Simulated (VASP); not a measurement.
# CaO (Pm-3m) in VASP: G0W0 quasiparticle levels with PBE

Aim: the G0W0 quasiparticle levels of CaO with PBE.

Everything below comes from runs of VASP 6.6.1. Logs are shortened: lines on timing, memory, paths and dates and some standing lists are left out, and cuts for length are marked.

## 1. The cell of the first run

Symmetry: Pm-3m, No. 221, cubic system. The conventional cell has a = 2.903 Å, b = 2.903 Å, c = 2.903 Å, α = 90.00°, β = 90.00°, γ = 90.00°. Ca (site symmetry m-3m) has 8 O at 2.51 Å and 6 Ca at 2.90 Å within 3.3 Å. O (site symmetry m-3m) has 8 Ca at 2.51 Å and 6 O at 2.90 Å within 3.3 Å.

## 2. G0W0 quasiparticle levels, PBE

File POSCAR:

```
CaO
1.0
    2.9032089683      0.0000000000      0.0000000000
    0.0000000000      2.9032089683      0.0000000000
    0.0000000000      0.0000000000      2.9032089683
Ca O
1 1
Direct
    0.0000000000      0.0000000000      0.0000000000
    0.5000000000      0.5000000000      0.5000000000
```

File INCAR.step1:

```
SYSTEM = CaO
PREC = Accurate
ENCUT = 500
EDIFF = 1E-8
ISMEAR = 0
SIGMA = 0.01
LREAL = .False.
LASPH = .True.
NELM = 80
ALGO = Normal
LWAVE = .True.
LCHARG = .False.
GGA = PE
```

File INCAR.step2:

```
SYSTEM = CaO
PREC = Accurate
ENCUT = 500
EDIFF = 1E-8
ISMEAR = 0
SIGMA = 0.01
LREAL = .False.
LASPH = .True.
NELM = 1
ALGO = Exact
LWAVE = .True.
LCHARG = .False.
GGA = PE
NBANDS = 100
LOPTICS = .True.
ISTART = 1
```

File INCAR.step3:

```
SYSTEM = CaO
PREC = Accurate
ENCUT = 500
EDIFF = 1E-8
ISMEAR = 0
SIGMA = 0.01
LREAL = .False.
LASPH = .True.
ALGO = EVGW0
LWAVE = .False.
LCHARG = .False.
GGA = PE
NELMGW = 1
NBANDS = 100
ENCUTGW = 140.0
NOMEGA = 96
PRECFOCK = Fast
ISTART = 1
NBANDSGW = 16
OMEGAMAX = 20
```

File KPOINTS:

```
regular mesh
0
Gamma
  4 4 4
  0 0 0
```

Potentials or basis: VASP PAW PBE potentials, release 64 (Ca_sv_GW, O_GW).

Run with:

```bash
$ cat potpaw_PBE.64/Ca_sv_GW/POTCAR potpaw_PBE.64/O_GW/POTCAR > POTCAR
$ cp INCAR.step1 INCAR
$ mpirun -np 1 vasp_std > vasp.out
$ cp INCAR.step2 INCAR
$ mpirun -np 1 vasp_std > vasp.out
$ cp INCAR.step3 INCAR
$ mpirun -np 1 vasp_std > vasp.out
```

OUTCAR:

```text
SYSTEM = CaO
   PREC = Accurate
   ENCUT = 500
   EDIFF = 1E-8
   ISMEAR = 0
   LREAL = .False.
   LASPH = .True.
   GGA = PE
   NELMGW = 1
   ENCUTGW = 140.0
   PRECFOCK = Fast
   ISTART = 1

 ion  position               nearest neighbor table
   1  0.000  0.000  0.000-   2 2.51   2 2.51   2 2.51   2 2.51   2 2.51   2 2.51   2 2.51   2 2.51

   2  0.500  0.500  0.500-   1 2.51   1 2.51   1 2.51   1 2.51   1 2.51   1 2.51   1 2.51   1 2.51

  LATTYP: Found a simple cubic cell.
 ALAT       =     2.9032089683

  Lattice vectors:

 A1 = (   2.9032089683,   0.0000000000,   0.0000000000)
 A2 = (   0.0000000000,   2.9032089683,   0.0000000000)
 A3 = (   0.0000000000,   0.0000000000,   2.9032089683)

Analysis of symmetry for initial positions (statically):
=====================================================================
 Subroutine PRICEL returns:
 Original cell was already a primitive cell.

 Routine SETGRP: Setting up the symmetry group for a
 simple cubic supercell.

 Subroutine GETGRP returns: Found 48 space group operations
 (whereof 48 operations were pure point group operations)
 out of a pool of 48 trial point group operations.

The static configuration has the point symmetry O_h .

Analysis of symmetry for dynamics (positions and initial velocities):
=====================================================================
 Subroutine PRICEL returns:
 Original cell was already a primitive cell.

 Routine SETGRP: Setting up the symmetry group for a
 simple cubic supercell.

 Subroutine GETGRP returns: Found 48 space group operations
 (whereof 48 operations were pure point group operations)
 out of a pool of 48 trial point group operations.

The dynamic configuration has the point symmetry O_h .

 Subroutine INISYM returns: Found 48 space group operations
 (whereof 48 operations are pure point group operations),
 and found     1 'primitive' translations

----------------------------------------------------------------------------------------

                                     Primitive cell

  volume of cell :      24.4701

  direct lattice vectors                    reciprocal lattice vectors
     2.903208968  0.000000000  0.000000000     0.344446442  0.000000000  0.000000000
     0.000000000  2.903208968  0.000000000     0.000000000  0.344446442  0.000000000
     0.000000000  0.000000000  2.903208968     0.000000000  0.000000000  0.344446442

  length of vectors
     2.903208968  2.903208968  2.903208968     0.344446442  0.344446442  0.344446442

  position of ions in fractional coordinates (direct lattice)
     0.000000000  0.000000000  0.000000000
     0.500000000  0.500000000  0.500000000

  ion indices of the primitive-cell ions
   primitive index   ion index
                 1           1
                 2           2

----------------------------------------------------------------------------------------

 KPOINTS: regular mesh

Automatic generation of k-mesh.
 Grid dimensions read from file:
 generate k-points for:    4    4    4

 Generating k-lattice:

  Cartesian coordinates                     Fractional coordinates (reciprocal lattice)
     0.086111611  0.000000000  0.000000000     0.250000000  0.000000000  0.000000000
     0.000000000  0.086111611  0.000000000     0.000000000  0.250000000  0.000000000
     0.000000000  0.000000000  0.086111611     0.000000000  0.000000000  0.250000000

  Length of vectors
     0.086111611  0.086111611  0.086111611

  Shift w.r.t. Gamma in fractional coordinates (k-lattice)
     0.000000000  0.000000000  0.000000000

 Subroutine IBZKPT returns following result:
 ===========================================

 Found     10 irreducible k-points:

 Following reciprocal coordinates:
            Coordinates               Weight
  0.000000  0.000000  0.000000      1.000000
  0.250000  0.000000  0.000000      6.000000
  0.500000  0.000000  0.000000      3.000000
  0.250000  0.250000  0.000000     12.000000
  0.500000  0.250000  0.000000     12.000000
  0.500000  0.500000  0.000000      3.000000
  0.250000  0.250000  0.250000      8.000000
  0.500000  0.250000  0.250000     12.000000
  0.500000  0.500000  0.250000      6.000000
  0.500000  0.500000  0.500000      1.000000
   k-points           NKPTS =     10   k-points in BZ     NKDIM =     64   number of bands    NBANDS=    100
   number of dos      NEDOS =    301   number of ions     NIONS =      2
   total plane-waves  NPLWV =  13824
   dimension x,y,z NGX =    24 NGY =   24 NGZ =   24
   dimension x,y,z NGXF=    48 NGYF=   48 NGZF=   48
   ions per type =               1   1
   NGX,Y,Z   is equivalent  to a cutoff of  13.74, 13.74, 13.74 a.u.
   NGXF,Y,Z  is equivalent  to a cutoff of  27.49, 27.49, 27.49 a.u.
 SYSTEM =  CaO
   PREC   = accura    normal or accurate (medium, high low for compatibility)
   ISTART =      1    job   : 0-new  1-cont  2-samecut
   ICHARG =      0    charge: 1-file 2-atom 10-const
   ISPIN  =      1    spin polarized calculation?
   LNONCOLLINEAR =      F non collinear calculations
   LSORBIT =      F    spin-orbit coupling
   LASPH  =      T    aspherical Exc in radial PAW
   ENCUT  =  500.0 eV  36.75 Ry    6.06 a.u.   5.29  5.29  5.29*2*pi/ulx,y,z
   NELM   =     60;   NELMIN=  2; NELMDL=  0     # of ELM steps
   EDIFF  = 0.1E-07   stopping-criterion for ELM
   LREAL  =      F    real-space projection
   EDIFFG = 0.1E-06   stopping-criterion for IOM
   NSW    =      0    number of steps for IOM
   IBRION =     -1    ionic relax: 0-MD 1-quasi-New 2-CG
   NFREE  =      0    steps in history (QN), initial steepest desc. (CG)
   ISIF   =      0    stress and relaxation
   ISYM   =      3    0-nonsym 1-usesym 2-fastsym
   POTIM  = 0.5000    time-step for ionic-motion
   TEBEG  =    0.0;   TEEND  =   0.0 temperature during run
   PSTRESS=    0.0 pullay stress
   NELECT =      16.0000    total number of electrons
   NUPDOWN=      -1.0000    fix difference up-down
   EMIN   =  10.00;   EMAX   =-10.00  energy-range for DOS
   EFERMI =   0.00;   METHOD = LEGACY
   ISMEAR =     0;   SIGMA  =   0.01  broadening in eV -4-tet -1-fermi 0-gaus
   EFERMI_NEDOS =   21; number of points for ismear=-14 and -15
   IALGO  =     38    algorithm
   IMIX   =      4    mixing-type and parameters
     AMIX     =   0.40;   BMIX     =  1.00
     AMIX_MAG =   1.60;   BMIX_MAG =  1.00
  volume/ion in A,a.u.               =      12.24        82.57
  Fermi-wavevector in a.u.,A,eV,Ry     =   1.420921  2.685151 27.470378  2.019016
  Thomas-Fermi vector in A             =   2.541785
   LORBIT       =      0    0 simple, 1 ext, 2 COOP (PROOUT), +10 PAW based schemes
   GGA     = PE    functional components
   LHFCALC =     T    Hartree Fock is set to
   PRECFOCK=fast      Normal, Fast or Accurate (Low or Medium for compatibility)
   ENCUT4O =  -1.0   cutoff for four orbital integrals eV
   NKREDX  =     1    reduce k-point grid by
   NKREDY  =     1    reduce k-point grid by
   NKREDZ  =     1    reduce k-point grid by
   AEXX    =    1.0000 exact exchange contribution
   HFSCREEN=    0.0000 screening length (either q_TF or 0.3 A-1)
   HFSCREENC=   0.0000 screening length for correlation (either q_TF or 0.3 A-1)
   ENCUTFOCK=  -1.0 apply spherical cutoff to Coloumb kernel
   IVDW    =     0    specifies the selected vdW correction
   LEPSILON=     F    determine dielectric tensor
   LRPA    =     F    only Hartree local field effects (RPA)
   LRPAFORCE           =     F    calculate RPA forces
   ENCUTGW             = 140.0    cutoff for response function in eV
   ENCUTGWSOFT         = 112.0    soft cutoff for Coulomb kernel in GW response function in eV
   ENCUTLF             =  -1.0    cutoff for local field effects
   NELMGW              =     1    number of iterations in solving QP/BSE equation
   NELMHF              =     1    number of iterations in the inner HF iteration
   NKREDLFX            =     1    NKREDLFY  =   1   NKREDLFZ  =   1
 non-spin polarized calculation
 Gauss-broadening in eV      SIGMA  =   0.01
  energy-cutoff  :      500.00
  volume of cell :       24.47
 maximum number of plane-waves:       630
 NGX is ok and might be reduce to    24
  NGX = 12; NGY = 12; NGZ = 12
   NGX = 11   NGY = 11   NGZ = 11
 maximum number of plane-waves:       100

 QP shifts <psi_nk| G(iteration)W_0 |psi_nk>: iteration 1
 for sc-GW calculations column KS-energies equals QP-energies in previous step
 and V_xc(KS)=  KS-energies - (<T + V_ion + V_H > + <T+V_H+V_ion>^1  + <V_x>^1)

 k-point   1 :       0.0000    0.0000    0.0000
  band No.  KS-energies  QP-energies   sigma(KS)   V_xc(KS)     V^pw_x(r,r')   Z            occupation Imag(sigma)

      1     -32.5338     -33.6745     -22.4770     -20.5383     -34.3385       0.5883       2.0000       0.6332
      2     -12.9766     -14.9392     -22.9388     -20.2628     -28.1788       0.7334       2.0000       0.1359
      3     -12.9766     -14.9392     -22.9388     -20.2628     -28.1788       0.7334       2.0000       0.1359
      4     -12.9766     -14.9392     -22.9388     -20.2628     -28.1788       0.7334       2.0000       0.1359
      5      -9.6624     -11.1772     -21.3498     -18.9596     -30.4775       0.6338       2.0000       0.6221
      6       6.4750       5.7184     -20.3022     -19.2992     -24.5978       0.7543       2.0000       0.0625
[... 8 lines left out ...]
     15      25.9950      28.0698     -10.6918     -13.2923      -5.0670       0.7978       0.0000      -0.6600
     16      25.9950      28.0698     -10.6918     -13.2923      -5.0670       0.7978       0.0000      -0.6600

 k-point   2 :       0.2500    0.0000    0.0000
  band No.  KS-energies  QP-energies   sigma(KS)   V_xc(KS)     V^pw_x(r,r')   Z            occupation Imag(sigma)

      1     -32.4500     -33.5969     -22.5598     -20.6095     -34.3901       0.5881       2.0000       0.6166
      2     -13.8029     -15.5903     -21.9306     -19.3752     -27.8830       0.6994       2.0000       0.2436
      3     -12.9139     -14.8778     -22.9914     -20.3261     -28.2145       0.7368       2.0000       0.1239
      4     -12.9139     -14.8778     -22.9914     -20.3261     -28.2145       0.7368       2.0000       0.1239
      5      -9.0131     -10.6315     -22.1828     -19.7524     -30.7111       0.6659       2.0000       0.5804
      6       4.4051       3.4552     -17.8910     -16.6018     -22.0202       0.7368       2.0000       0.0741
[... 8 lines left out ...]
     15      23.2741      24.3662      -9.2975     -10.5131      -3.9939       0.8984       0.0000      -0.5353
     16      24.1035      26.2409     -12.8846     -15.2522      -6.6406       0.9028       0.0000      -0.9522

 k-point   3 :       0.5000    0.0000    0.0000
  band No.  KS-energies  QP-energies   sigma(KS)   V_xc(KS)     V^pw_x(r,r')   Z            occupation Imag(sigma)

      1     -32.3638     -33.5225     -22.6474     -20.6843     -34.4449       0.5903       2.0000       0.6001
      2     -14.4713     -16.1603     -21.2744     -18.8124     -27.6253       0.6860       2.0000       0.3186
      3     -12.8500     -14.8150     -23.0482     -20.3916     -28.2500       0.7397       2.0000       0.1097
      4     -12.8500     -14.8150     -23.0482     -20.3916     -28.2500       0.7397       2.0000       0.1097
      5      -8.4643     -10.0707     -22.7943     -20.3437     -31.0246       0.6555       2.0000       0.5178
      6       2.9767       1.9347     -16.9214     -15.4497     -21.3944       0.7080       2.0000       0.1052
[... 114 lines left out ...]
      1     -32.1397     -33.3548     -22.8920     -20.8662     -34.5830       0.5998       2.0000       0.6162
      2     -13.8209     -15.7614     -22.2008     -19.5051     -27.6167       0.7198       2.0000       0.1599
      3     -13.8209     -15.7614     -22.2008     -19.5051     -27.6167       0.7198       2.0000       0.1599
      4     -13.2447     -15.1976     -22.6983     -20.0332     -27.9664       0.7328       2.0000       0.1192
      5      -8.7212     -10.2756     -22.2263     -19.8082     -31.1628       0.6428       2.0000       0.5687
      6       3.9728       3.0106     -18.0346     -16.7175     -22.4335       0.7305       2.0000       0.0843
[... 8 lines left out ...]
     15      20.3711      21.2395     -11.9060     -13.0291      -6.2258       0.7732       0.0000      -0.3575
     16      21.3731      22.9230     -12.5614     -14.5719      -6.2732       0.7709       0.0000      -0.7144

 k-point  10 :       0.5000    0.5000    0.5000
  band No.  KS-energies  QP-energies   sigma(KS)   V_xc(KS)     V^pw_x(r,r')   Z            occupation Imag(sigma)

      1     -32.0675     -33.2976     -22.9687     -20.9243     -34.6297       0.6017       2.0000       0.6151
      2     -13.7105     -15.6366     -22.3039     -19.6352     -27.6681       0.7217       2.0000       0.1240
      3     -13.7105     -15.6366     -22.3039     -19.6352     -27.6681       0.7217       2.0000       0.1240
      4     -13.7105     -15.6366     -22.3039     -19.6352     -27.6681       0.7217       2.0000       0.1240
      5      -8.4402      -9.9954     -22.5630     -20.1282     -31.4405       0.6388       2.0000       0.5302
      6       3.3511       2.4034     -17.2890     -15.9709     -21.7001       0.7190       2.0000       0.0952
[... 8 lines left out ...]
     15      19.3316      19.9811     -10.4121     -11.2060      -5.0567       0.8182       0.0000      -0.2653
     16      19.3316      19.9811     -10.4121     -11.2060      -5.0567       0.8182       0.0000      -0.2653
```

It took 72 s on 1 thread of Intel Xeon Platinum 8259CL at 2.50GHz (Skylake/Cascade Lake), shared host; peak memory 0.24 GiB.

Results:

```yaml
Quasiparticle_gap: 4.97 eV
Least_direct_quasiparticle_gap: 5.34 eV
Band_gap_of_the_starting_levels_on_the_mesh: 2.75 eV
Least_direct_gap_of_the_starting_levels_on_the_mesh: 3.06 eV
```

Caveat: the k points lie up to 0.54 Å⁻¹ apart; bands, screening cutoff and mesh are small and nothing is extrapolated, so the quasiparticle values aren't converged; the structure was generated, so it needn't be the stable form of CaO.
